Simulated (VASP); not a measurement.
Input of a VASP 6.6.1 run:

The input INCAR:

```
SYSTEM = Be
PREC     = Accurate       ! precision mode
ENCUT    = 520            ! plane-wave cutoff, eV
EDIFF    = 1E-8           ! SCF threshold, eV
ISMEAR   = -1             ! smearing method
SIGMA    = 0.05           ! smearing width, eV
LREAL    = .FALSE.        ! projectors in reciprocal space
LASPH    = .TRUE.         ! aspherical terms in the spheres
NELM     = 60             ! most SCF steps
ALGO     = Normal         ! electronic algorithm
ISIF     = 2              ! what is computed and relaxed
LWAVE    = .FALSE.        ! write WAVECAR
LCHARG   = .FALSE.        ! write CHGCAR
GGA      = PE             ! functional
LEFG     = .TRUE.       
NBANDS   = 9              ! bands
```

Contents of KPOINTS:

```
Automatic mesh
0
G
  20 20 11
  0 0 0
```

File POSCAR:

```
Be
1.0
    2.3147309187      0.0000000000      0.0000000000
   -1.1573654594      2.0046157785      0.0000000000
    0.0000000000      0.0000000000      3.6247477149
Be
2
Direct
    0.3333333333      0.6666666667      0.2500000000
    0.6666666667      0.3333333333      0.7500000000
```

Potentials or basis: VASP PAW PBE potentials, release 64 (Be).

Command:

```console
$ cat potpaw_PBE.64/Be/POTCAR > POTCAR
$ mpirun -np 1 vasp_std > vasp.out
```

Q: What does it give for the pressure?

A: -6.6 GPa.

Q: Estimate the band gap on the k mesh.

A: Zero (bands 2 and 3 overlap by 1.38 eV).

Stress tensor (GPa, compression positive):
```
-6.52  0.00  0.00
 0.00 -6.52  0.00
 0.00  0.00 -6.89
```

Caveat: the cell stands under tension; without QUAD_EFG the Cq values of the log hold for a quadrupole moment of 1 mb, not for the nuclei.
